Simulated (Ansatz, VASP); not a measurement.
ZrSi6 in VASP and in Ansatz

INCAR

```
ALGO = Normal
EDIFF = 1E-7
EDIFFG = -0.01
ENCUT = 600
GGA = PE
IBRION = 2
ISIF = 3
ISMEAR = 0
LASPH = True
LCHARG = False
LREAL = False
LWAVE = False
NELM = 100
NSW = 100
PREC = Accurate
SIGMA = 0.1
```

KPOINTS

```
k-points
0
Gamma
  6 6 14
```

POSCAR

```
ZrSi6
1.0
    7.2099580805      0.0000000000      0.0000000000
   -3.6049790403      6.2440068580      0.0000000000
    0.0000000000      0.0000000000      2.6923348942
Zr Si
1 6
Direct
    0.0000000000      0.0000000000      0.0000000000
    0.2185551019      0.7814448981      0.0000000000
    0.2185551019      0.4371102038      0.0000000000
    0.5628897962      0.7814448981      0.0000000000
    0.7814448981      0.2185551019      0.0000000000
    0.7814448981      0.5628897962      0.0000000000
    0.4371102038      0.2185551019      0.0000000000
```

Input for Ansatz:

```yaml
crystal:
  lattice:
    - [7.2099580805, 0.0, 0.0]
    - [-3.6049790403, 6.244006858, 0.0]
    - [0.0, 0.0, 2.6923348942]
  atoms:
    - { symbol: Zr, position: [0.0, 0.0, 0.0] }
    - { symbol: Si, position: [0.2185551019, 0.7814448981, 0.0] }
    - { symbol: Si, position: [0.2185551019, 0.4371102038, 0.0] }
    - { symbol: Si, position: [0.5628897962, 0.7814448981, 0.0] }
    - { symbol: Si, position: [0.7814448981, 0.2185551019, 0.0] }
    - { symbol: Si, position: [0.7814448981, 0.5628897962, 0.0] }
    - { symbol: Si, position: [0.4371102038, 0.2185551019, 0.0] }
basis:
  ecutwfc: 420
kpoints:
  mp_grid: { grid: [6, 6, 14] }
hamiltonian:
  xc: pbe
scf:
  occupations: { method: gaussian, width: 0.1 }
output:
  forces: true
  stress: true
  eigenvalues: true
relax:
  adjacent_minimum: "off"
  f_tol: 0.01
  max_steps: 80
  cell: { stress_tol: 0.05 }
```

Alike in both runs: task relaxation of cell and atoms; functional PBE; k mesh 6 × 6 × 14; occupations gaussian, width 0.1 eV; no spin polarisation.

|  | VASP | Ansatz |
| --- | --- | --- |
| version | VASP 6.6.1 | Ansatz 0.2.0 |
| potentials or method | VASP PAW PBE potentials, release 64 (Zr_sv, Si), cutoff 600 eV | scalar-relativistic, plane waves, PAW |
| valence electrons in the cell | 36 | 36 |

```tsv
	VASP	Ansatz	Ansatz less VASP
gap on the k mesh at the Fermi level, each at its own relaxed structure (eV)	none	none	-
relaxed volume (Å³/atom)	17.23	17.24	+0.008
relaxed cell length with the largest relative difference (Å)	7.170	7.171	+0.0012
```

A gap of «none» marks a metal or a gap that the smearing closes.
